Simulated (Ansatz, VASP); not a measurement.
**Two plane-wave programs on Al**

File INCAR:

```
PREC     = Accurate       # precision mode
ENCUT    = 520            # plane-wave cutoff, eV
EDIFF    = 1E-6           # SCF threshold, eV
ISMEAR   = 0              # smearing method
SIGMA    = 0.15           # smearing width, eV
LREAL    = F              # projectors in reciprocal space
LASPH    = T              # aspherical terms in the spheres
NELM     = 60             # most SCF steps
ALGO     = Fast           # electronic algorithm
ISIF     = 2              # what is computed and relaxed
LWAVE    = F              # write WAVECAR
LCHARG   = F              # write CHGCAR
GGA      = PS             # functional
IVDW     = 12             # dispersion correction
NBANDS   = 10             # bands
```

The input KPOINTS:

```
Automatic mesh
0
Gamma
  18 18 10
```

The input POSCAR:

```
Al
1.0
    2.8124553515      0.0000000000      0.0175778459
   -1.4062276757      2.4356577814     -0.0087889230
    0.0304178125      0.0000000000      4.8668500000
Al
2
Direct
    0.6666666667      0.3333333333      0.7500000000
    0.3333333333      0.6666666667      0.2500000000
```

Input for Ansatz:

```yaml
crystal:
  lattice:
    - [2.8124553515, 0.0, 0.0175778459]
    - [-1.4062276757, 2.4356577814, -0.008788923]
    - [0.0304178125, 0.0, 4.86685]
  atoms:
    - { symbol: Al, position: [0.6666666667, 0.3333333333, 0.75] }
    - { symbol: Al, position: [0.3333333333, 0.6666666667, 0.25] }
basis:
  ecutwfc: 420
kpoints:
  mp_grid: { grid: [18, 18, 10] }
hamiltonian:
  xc: pbesol
  dispersion: d3bj
scf:
  occupations: { method: gaussian, width: 0.15 }
output:
  forces: true
  stress: true
  eigenvalues: true
```

Change from the starting cell: strain +0.0125 x Voigt [0, 0, 0, 0, 1, 0], atoms carried along.

Alike in both runs: task single point; functional PBEsol; dispersion D3(BJ); k mesh 18 × 18 × 10; occupations gaussian, width 0.15 eV; no spin polarisation.

|  | VASP | Ansatz |
| --- | --- | --- |
| version | VASP 6.6.1 | Ansatz 0.2.0 |
| potentials or method | VASP PAW PBE potentials, release 64 (Al), cutoff 520 eV | scalar-relativistic, plane waves, PAW |
| valence electrons in the cell | 6 | 6 |

```tsv
	VASP	Ansatz	Ansatz less VASP
gap on the k mesh at the Fermi level (eV)	none	none	-
pressure (GPa)	-4.4	-4.4	-0.06
traceless stress, the component that is largest in VASP (GPa)	-1.43	-1.41	+0.018
```

VASP's potentials were made for PBE, not for PBEsol. A gap of «none» marks a metal or a gap that the smearing closes.
